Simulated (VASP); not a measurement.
Input of a VASP 6.6.1 run:

INCAR

```
SYSTEM = Si
PREC = Accurate ; ENCUT = 600
EDIFF = 1E-7 ; ISMEAR = 0
SIGMA = 0.02 ; LREAL = .False.
LASPH = .True. ; NELM = 60
ALGO = Normal ; ISIF = 3
LWAVE = .False. ; LCHARG = .False.
GGA = PE ; IBRION = 2
NSW = 65 ; EDIFFG = -0.01
```

KPOINTS

```
Automatic mesh
0
Gamma
  12 12 2
  0 0 0
```

File POSCAR:

```
Si
1.0
    3.8514552977      0.0000000000      0.0000000000
   -1.9257276489      3.3354581294      0.0000000000
    0.0000000000      0.0000000000     19.0946714585
Si
12
Direct
    0.0000000000      0.0000000000      0.0000000000
    0.0000000000      0.0000000000      0.1250000000
    0.3333333333      0.6666666667      0.1666666667
    0.3333333333      0.6666666667      0.2916666667
    0.6666666667      0.3333333333      0.3333333333
    0.6666666667      0.3333333333      0.4583333333
    0.0000000000      0.0000000000      0.5000000000
    0.0000000000      0.0000000000      0.6250000000
    0.6666666667      0.3333333333      0.6666666667
    0.6666666667      0.3333333333      0.7916666667
    0.3333333333      0.6666666667      0.8333333333
    0.3333333333      0.6666666667      0.9583333333
```

Potentials or basis: VASP PAW PBE potentials, release 64 (Si).

Launch:

```sh
$ cat potpaw_PBE.64/Si/POTCAR > POTCAR
$ mpirun -np 1 vasp_std > vasp.out
```

(1) Estimate the relaxed cell.

(2) Predict the relaxed volume.

(3) Predict the band gap on the k mesh.

(4) Predict the space group after relaxing (to 0.1 Å).

Answers

(1) a = 3.861 Å, b = 3.861 Å, c = 18.984 Å, α = 90.00°, β = 90.00°, γ = 120.00°.

(2) 20.43 Å³/atom.

(3) 0.61 eV (least direct gap 1.29 eV).

(4) P6_3/mmc (No. 194).
